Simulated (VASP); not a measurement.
# Ta (Im-3m) in VASP: settings compared, part 2 of 2

VASP 6.6.1. The steps go on from the part before.

## 4. Single point, PBE0+D3(BJ)

This run uses another cell than the first one, of 18.01 Å³/atom, 1.042 times its volume.

Contents of POSCAR:

```
Ta
1.0
   -1.6512800000      1.6512800000      1.6512800000
    1.6512800000     -1.6512800000      1.6512800000
    1.6512800000      1.6512800000     -1.6512800000
Ta
1
Direct
    0.0000000000      0.0000000000      0.0000000000
```

Contents of INCAR.step1:

```
ALGO     = Normal         # electronic algorithm
EDIFF    = 1E-5           # SCF threshold, eV
ENCUT    = 520            # plane-wave cutoff, eV
GGA      = PE             # functional
ISIF     = 2              # what is computed and relaxed
ISMEAR   = 1              # smearing method
LASPH    = True           # aspherical terms in the spheres
LCHARG   = False          # write CHGCAR
LREAL    = False          # projectors in reciprocal space
LWAVE    = True           # write WAVECAR
NBANDS   = 12             # bands
NELM     = 60             # most SCF steps
PREC     = Accurate       # precision mode
SIGMA    = 0.2            # smearing width, eV
```

Contents of INCAR.step2:

```
AEXX     = 0.25           # exact-exchange fraction
ALGO     = Normal         # electronic algorithm
EDIFF    = 1E-6           # SCF threshold, eV
ENCUT    = 520            # plane-wave cutoff, eV
GGA      = PE             # functional
ISIF     = 2              # what is computed and relaxed
ISMEAR   = 1              # smearing method
ISTART   = 1            
IVDW     = 12             # dispersion correction
LASPH    = True           # aspherical terms in the spheres
LCHARG   = False          # write CHGCAR
LHFCALC  = True           # exact exchange
LREAL    = False          # projectors in reciprocal space
LWAVE    = False          # write WAVECAR
NBANDS   = 12             # bands
NELM     = 60             # most SCF steps
PREC     = Accurate       # precision mode
PRECFOCK = Normal       
SIGMA    = 0.2            # smearing width, eV
```

Contents of KPOINTS:

```
k-points
0
Gamma
  6 6 6
```

Potentials or basis: VASP PAW PBE potentials, release 64 (Ta_pv).

Command:

```bash
> cat potpaw_PBE.64/Ta_pv/POTCAR > POTCAR
> cp INCAR.step1 INCAR
> mpirun -np 1 vasp_std > vasp.out
> cp INCAR.step2 INCAR
> mpirun -np 1 vasp_std > vasp.out
```

OUTCAR:

```text
AEXX = 0.25
   EDIFF = 1E-6
   ENCUT = 520
   GGA = PE
   ISIF = 2
   ISMEAR = 1
   ISTART = 1
   IVDW = 12
   LASPH = True
   LHFCALC = True
   LREAL = False
   NELM = 60
   PREC = Accurate
   PRECFOCK = Normal
 IVDW          = 12

 ion  position               nearest neighbor table
   1  0.000  0.000  0.000-

  LATTYP: Found a body centered cubic cell.
 ALAT       =     3.3025600000

  Lattice vectors:

 A1 = (  -1.6512800000,   1.6512800000,   1.6512800000)
 A2 = (   1.6512800000,  -1.6512800000,   1.6512800000)
 A3 = (   1.6512800000,   1.6512800000,  -1.6512800000)

Analysis of symmetry for initial positions (statically):
=====================================================================
 Subroutine PRICEL returns:
 Original cell was already a primitive cell.

 Routine SETGRP: Setting up the symmetry group for a
 body centered cubic supercell.

 Subroutine GETGRP returns: Found 48 space group operations
 (whereof 48 operations were pure point group operations)
 out of a pool of 48 trial point group operations.

The static configuration has the point symmetry O_h .

Analysis of symmetry for dynamics (positions and initial velocities):
=====================================================================
 Subroutine PRICEL returns:
 Original cell was already a primitive cell.

 Routine SETGRP: Setting up the symmetry group for a
 body centered cubic supercell.

 Subroutine GETGRP returns: Found 48 space group operations
 (whereof 48 operations were pure point group operations)
 out of a pool of 48 trial point group operations.

The dynamic configuration has the point symmetry O_h .

 Subroutine INISYM returns: Found 48 space group operations
 (whereof 48 operations are pure point group operations),
 and found     1 'primitive' translations

----------------------------------------------------------------------------------------

                                     Primitive cell

  volume of cell :      18.0104

  direct lattice vectors                    reciprocal lattice vectors
    -1.651280000  1.651280000  1.651280000     0.000000000  0.302795407  0.302795407
     1.651280000 -1.651280000  1.651280000     0.302795407  0.000000000  0.302795407
     1.651280000  1.651280000 -1.651280000     0.302795407  0.302795407  0.000000000

  length of vectors
     2.860100858  2.860100858  2.860100858     0.428217371  0.428217371  0.428217371

  position of ions in fractional coordinates (direct lattice)
     0.000000000  0.000000000  0.000000000

  ion indices of the primitive-cell ions
   primitive index   ion index
                 1           1

----------------------------------------------------------------------------------------

 KPOINTS: k-points

Automatic generation of k-mesh.
 Grid dimensions read from file:
 generate k-points for:    6    6    6

 Generating k-lattice:

  Cartesian coordinates                     Fractional coordinates (reciprocal lattice)
     0.000000000  0.050465901  0.050465901     0.166666667  0.000000000  0.000000000
[... 34 lines left out ...]
   total plane-waves  NPLWV =  13824
   dimension x,y,z NGX =    24 NGY =   24 NGZ =   24
   dimension x,y,z NGXF=    48 NGYF=   48 NGZF=   48
   ions per type =               1
   NGX,Y,Z   is equivalent  to a cutoff of  13.95, 13.95, 13.95 a.u.
   NGXF,Y,Z  is equivalent  to a cutoff of  27.90, 27.90, 27.90 a.u.
 SYSTEM =  unknown system
   PREC   = accura    normal or accurate (medium, high low for compatibility)
   ISTART =      1    job   : 0-new  1-cont  2-samecut
   ICHARG =      0    charge: 1-file 2-atom 10-const
   ISPIN  =      1    spin polarized calculation?
   LNONCOLLINEAR =      F non collinear calculations
   LSORBIT =      F    spin-orbit coupling
   LASPH  =      T    aspherical Exc in radial PAW
   ENCUT  =  520.0 eV  38.22 Ry    6.18 a.u.   5.32  5.32  5.32*2*pi/ulx,y,z
   NELM   =     60;   NELMIN=  2; NELMDL=  0     # of ELM steps
   EDIFF  = 0.1E-05   stopping-criterion for ELM
   LREAL  =      F    real-space projection
   EDIFFG = 0.1E-04   stopping-criterion for IOM
   NSW    =      0    number of steps for IOM
   IBRION =     -1    ionic relax: 0-MD 1-quasi-New 2-CG
   NFREE  =      0    steps in history (QN), initial steepest desc. (CG)
   ISIF   =      2    stress and relaxation
   ISYM   =      3    0-nonsym 1-usesym 2-fastsym
   POTIM  = 0.5000    time-step for ionic-motion
   TEBEG  =    0.0;   TEEND  =   0.0 temperature during run
   PSTRESS=    0.0 pullay stress
   NELECT =      11.0000    total number of electrons
   NUPDOWN=      -1.0000    fix difference up-down
   EMIN   =  10.00;   EMAX   =-10.00  energy-range for DOS
   EFERMI =   0.00;   METHOD = LEGACY
   ISMEAR =     1;   SIGMA  =   0.20  broadening in eV -4-tet -1-fermi 0-gaus
   EFERMI_NEDOS =   21; number of points for ismear=-14 and -15
   IALGO  =     38    algorithm
   IMIX   =      1    mixing-type and parameters
     AMIX     =   0.40;   BMIX     =  1.00
     AMIX_MAG =   1.60;   BMIX_MAG =  1.00
  volume/ion in A,a.u.               =      18.01       121.54
  Fermi-wavevector in a.u.,A,eV,Ry     =   1.388988  2.624806 26.249534  1.929286
  Thomas-Fermi vector in A             =   2.513061
   LORBIT       =      0    0 simple, 1 ext, 2 COOP (PROOUT), +10 PAW based schemes
   GGA     = PE    functional components
   LHFCALC =     T    Hartree Fock is set to
   PRECFOCK=normal    Normal, Fast or Accurate (Low or Medium for compatibility)
   ENCUT4O =  -1.0   cutoff for four orbital integrals eV
   NKREDX  =     1    reduce k-point grid by
   NKREDY  =     1    reduce k-point grid by
   NKREDZ  =     1    reduce k-point grid by
   AEXX    =    0.2500 exact exchange contribution
   HFSCREEN=    0.0000 screening length (either q_TF or 0.3 A-1)
   HFSCREENC=   0.0000 screening length for correlation (either q_TF or 0.3 A-1)
   ENCUTFOCK=  -1.0 apply spherical cutoff to Coloumb kernel
   IVDW    =    12    specifies the selected vdW correction
   LEPSILON=     F    determine dielectric tensor
   LRPA    =     F    only Hartree local field effects (RPA)
 non-spin polarized calculation
 Methfessel and Paxton  Order N= 1 SIGMA  =   0.20
  energy-cutoff  :      520.00
  volume of cell :       18.01
 maximum number of plane-waves:       498
 NGX is ok and might be reduce to    24
  NGX = 16; NGY = 16; NGZ = 16

 number of electron      11.0000002 magnetization

 Free energy of the ion-electron system (eV)
  ---------------------------------------------------
  ext. energy  EPLUGINS =         0.00000000
  ---------------------------------------------------
  free energy    TOTEN  =       -14.58086058 eV

  energy without entropy =      -14.57700072  energy(sigma->0) =      -14.57957396

 E-fermi :   5.0460     XC(G=0):  -9.9170

 val. band max:        5.0182563476   @ k =  -0.3333   0.5000   0.1667
 cond. band min:       5.4248137242   @ k =   0.3333   0.0000   0.0000
 fundamental gap:      0.4065573766
 Fermi energy:         5.0459667132

 k-point     1 :       0.0000    0.0000    0.0000
  band No.  band energies     occupation
      1     -30.6021      2.00000
      2     -30.6021      2.00000
      3     -30.6021      2.00000
      4      -4.1854      2.00000
      5       6.8804     -0.00000
      6       6.8804     -0.00000
      7       6.8804     -0.00000
      8      10.5274      0.00000
      9      10.5274      0.00000
     10      21.6846      0.00000
     11      21.6846      0.00000
     12      22.3877      0.00000
[... 211 lines left out ...]
 k-point    16 :       0.5000    0.5000    0.5000
  band No.  band energies     occupation
      1     -31.4980      2.00000
      2     -31.4980      2.00000
      3     -31.4980      2.00000
      4       0.4880      2.00000
      5       0.4880      2.00000
      6      13.3939      0.00000
      7      13.3939      0.00000
      8      13.3939      0.00000
      9      15.0612      0.00000
     10      15.0612      0.00000
     11      15.0612      0.00000
     12      22.3692      0.00000

------------------------ aborting loop because EDIFF is reached ----------------------------------------

 Edisp (eV)   -0.77771

 E8    (eV) :    -0.4819

  FORCE on cell =-STRESS in cart. coord.  units (eV):
  Direction    XX          YY          ZZ          XY          YZ          ZX
  --------------------------------------------------------------------------------------
  -------------------------------------------------------------------------------------
  Total      -0.41077    -0.41077    -0.41077     0.00000     0.00000     0.00000
  in kB     -36.54170   -36.54170   -36.54170     0.00000     0.00000     0.00000
  external pressure =      -36.54 kB  Pullay stress =        0.00 kB

 VOLUME and BASIS-vectors are now :
 -----------------------------------------------------------------------------
  energy-cutoff  :      520.00
  volume of cell :       18.01
      direct lattice vectors                 reciprocal lattice vectors
    -1.651280000  1.651280000  1.651280000     0.000000000  0.302795407  0.302795407
     1.651280000 -1.651280000  1.651280000     0.302795407  0.000000000  0.302795407
     1.651280000  1.651280000 -1.651280000     0.302795407  0.302795407  0.000000000

 POSITION                                       TOTAL-FORCE (eV/Angst)
 -----------------------------------------------------------------------------------
      0.00000      0.00000      0.00000        -0.000000     -0.000000     -0.000000
 -----------------------------------------------------------------------------------
    total drift:                               -0.000000      0.000000      0.000000

  FREE ENERGIE OF THE ION-ELECTRON SYSTEM (eV)
  ---------------------------------------------------
  free  energy   TOTEN  =       -15.3585743861 eV

  energy  without entropy=      -15.3547145231  energy(sigma->0) =      -15.35728777
```

Wall time 7.3 min (1 thread of Intel Xeon Platinum 8175M at 2.50GHz (Skylake/Cascade Lake), shared host); peak memory 0.15 GiB.

What came out:

```
Free energy                : -15.3586 eV
Pressure                   : -3.7 GPa
Dispersion energy per atom : -0.778 eV
```

Levels at points of the mesh, in eV from the Fermi level:
```
           k point  band 2  band 3  band 4  band 5  band 6  band 7  band 8  band 9
(0.00, 0.00, 0.00)  -35.65  -35.65   -9.23    1.83    1.83    1.83    5.48    5.48
(0.50, 0.00, 0.00)  -36.06  -35.66   -5.20   -1.92    1.85    5.32    6.37    9.35
(0.50, 0.50, 0.50)  -36.54  -36.54   -4.56   -4.56    8.35    8.35    8.35   10.02
```

Caveat: the k points lie up to 0.45 Å⁻¹ apart; the PAW data sets were made with another functional, which shifts forces and pressure a little; spin-orbit coupling is left out, which moves the levels of the heavy elements; pairwise dispersion overbinds metals, which lowers pressure and volume.

## 5. Single point, PBE0

This run uses another cell than the first one, of 18.01 Å³/atom, 1.042 times its volume.

POSCAR is that of step 4.

Contents of INCAR.step1:

```
SYSTEM = Ta
PREC     = Accurate       ! precision mode
ENCUT    = 520            ! plane-wave cutoff, eV
EDIFF    = 1E-5           ! SCF threshold, eV
ISMEAR   = -1             ! smearing method
SIGMA    = 0.05           ! smearing width, eV
LREAL    = .False.        ! projectors in reciprocal space
LASPH    = .True.         ! aspherical terms in the spheres
NELM     = 100            ! most SCF steps
ALGO     = Normal         ! electronic algorithm
ISIF     = 2              ! what is computed and relaxed
LWAVE    = .True.         ! write WAVECAR
LCHARG   = .False.        ! write CHGCAR
GGA      = PE             ! functional
NBANDS   = 12             ! bands
```

Contents of INCAR.step2:

```
SYSTEM = Ta
PREC     = Accurate       ! precision mode
ENCUT    = 520            ! plane-wave cutoff, eV
EDIFF    = 1E-6           ! SCF threshold, eV
ISMEAR   = -1             ! smearing method
SIGMA    = 0.05           ! smearing width, eV
LREAL    = .False.        ! projectors in reciprocal space
LASPH    = .True.         ! aspherical terms in the spheres
NELM     = 100            ! most SCF steps
ALGO     = Normal         ! electronic algorithm
ISIF     = 2              ! what is computed and relaxed
LWAVE    = .False.        ! write WAVECAR
LCHARG   = .False.        ! write CHGCAR
GGA      = PE             ! functional
LHFCALC  = .True.         ! exact exchange
AEXX     = 0.25           ! exact-exchange fraction
PRECFOCK = Normal       
ISTART   = 1            
NBANDS   = 12             ! bands
```

Contents of KPOINTS:

```
Automatic mesh
0
Gamma
  6 6 6
  0 0 0
```

Command:

```bash
> cat potpaw_PBE.64/Ta_pv/POTCAR > POTCAR
> cp INCAR.step1 INCAR
> mpirun -np 1 vasp_std > vasp.out
> cp INCAR.step2 INCAR
> mpirun -np 1 vasp_std > vasp.out
```

Wall time 6.7 min (1 thread of Intel Xeon Platinum 8175M at 2.50GHz (Skylake/Cascade Lake), shared host); peak memory 0.15 GiB.

It converged, with:

```yaml
Free_energy: -14.5826 eV
Pressure: 3.5 GPa
```

Levels at points of the mesh, in eV from the Fermi level:
```tsv
k point	band 1	band 2	band 3	band 4	band 5	band 6	band 7	band 8	band 9	band 10
(0.00, 0.00, 0.00)	-35.64	-35.64	-35.64	-9.22	1.84	1.84	1.84	5.49	5.49	16.65
(0.50, 0.00, 0.00)	-36.97	-36.05	-35.65	-5.19	-1.91	1.86	5.33	6.38	9.36	13.40
(0.50, 0.50, 0.50)	-36.54	-36.54	-36.54	-4.55	-4.55	8.36	8.36	8.36	10.02	10.02
```

Caveat: the k points lie up to 0.45 Å⁻¹ apart; the PAW data sets were made with another functional, which shifts forces and pressure a little; spin-orbit coupling is left out, which moves the levels of the heavy elements.

## 6. Single point, r2SCAN

This run uses another cell than the first one, of 18.01 Å³/atom, 1.042 times its volume.

Contents of POSCAR:

```
Ta
1.0
    2.8601008575      0.0000000000      0.0000000000
   -0.9533669525      2.6965289483      0.0000000000
   -0.9533669525     -1.3482644741      2.3352625713
Ta
1
Direct
    0.0000000000      0.0000000000      0.0000000000
```

Contents of INCAR.step1:

```
SYSTEM = Ta
  ALGO = Normal
  EDIFF = 1E-5
  ENCUT = 550
  GGA = PE
  GGA_COMPAT = .False.
  ISMEAR = 0
  LASPH = .True.
  LCHARG = .False.
  LREAL = .False.
  LWAVE = .True.
  NBANDS = 12
  NELM = 120
  PREC = Accurate
  SIGMA = 0.05
```

Contents of INCAR.step2:

```
SYSTEM = Ta
  ALGO = Normal
  EDIFF = 1E-6
  ENCUT = 550
  GGA_COMPAT = .False.
  ISIF = 2
  ISMEAR = 0
  ISTART = 1
  LASPH = .True.
  LCHARG = .False.
  LMIXTAU = .True.
  LREAL = .False.
  LWAVE = .False.
  METAGGA = R2SCAN
  NBANDS = 12
  NELM = 120
  PREC = Accurate
  SIGMA = 0.05
```

Contents of KPOINTS:

```
k-points
0
Gamma
  11 11 11
  0 0 0
```

Potentials or basis: VASP PAW PBE potentials, release 64 (Ta_pv).

Command:

```bash
> cat potpaw_PBE.64/Ta_pv/POTCAR > POTCAR
> cp INCAR.step1 INCAR
> mpirun -np 1 vasp_std > vasp.out
> cp INCAR.step2 INCAR
> mpirun -np 1 vasp_std > vasp.out
```

Run time: 74 s. Hardware: 1 thread of AMD EPYC 7R43 (Zen 3), shared host; peak memory 0.12 GiB.

Results (log left out):

```
Free energy : -48.5810 eV
Pressure    : 0.5 GPa
```

Levels at points of the mesh, in eV from the Fermi level:
```csv
k point,band 2,band 3,band 4,band 5,band 6,band 7,band 8,band 9
"(0.00, 0.00, 0.00)",-34.18,-34.18,-8.30,0.88,0.88,0.88,4.37,4.37
```

Caveat: the PAW data sets were made with another functional, which shifts forces and pressure a little; spin-orbit coupling is left out, which moves the levels of the heavy elements.

## 7. Overview

```csv
level,cell,k mesh,cutoff (eV),smearing,grid for exact exchange (PRECFOCK),share of exact exchange,screening parameter,gap on the mesh (eV),pressure (GPa)
PBE0,"a = 2.821 Å, angles 109.5°, 1 atom",6 × 6 × 6,520,fermi-dirac 0.05 eV,Normal,-,-,none,14.1
PBE-based screened hybrid,"a = 2.860 Å, angles 109.5°, 1 atom",6 × 6 × 6,520,fermi-dirac 0.05 eV,Normal,0.25,0.3 1/Å,none,3.3
PBE0+D3(BJ),"a = 2.860 Å, angles 109.5°, 1 atom",6 × 6 × 6,520,methfessel-paxton 0.2 eV,Normal,-,-,none,-3.7
PBE0,"a = 2.860 Å, angles 109.5°, 1 atom",6 × 6 × 6,520,fermi-dirac 0.05 eV,Normal,-,-,none,3.5
r2SCAN,"a = 2.860 Å, angles 109.5°, 1 atom",11 × 11 × 11,550,gaussian 0.05 eV,-,-,-,none,0.5
```

Alike in all rows: task single point; potentials or basis VASP PAW PBE potentials, release 64 (Ta_pv); no spin polarisation.

Caveats: some runs use coarse meshes; the PAW data sets were made with another functional, which shifts forces and pressure a little; spin-orbit coupling is left out, which moves the levels of the heavy elements; pairwise dispersion overbinds metals, which lowers pressure and volume (some runs).

Total energies depend on the potentials used, so only differences within one code and one set of settings carry meaning.
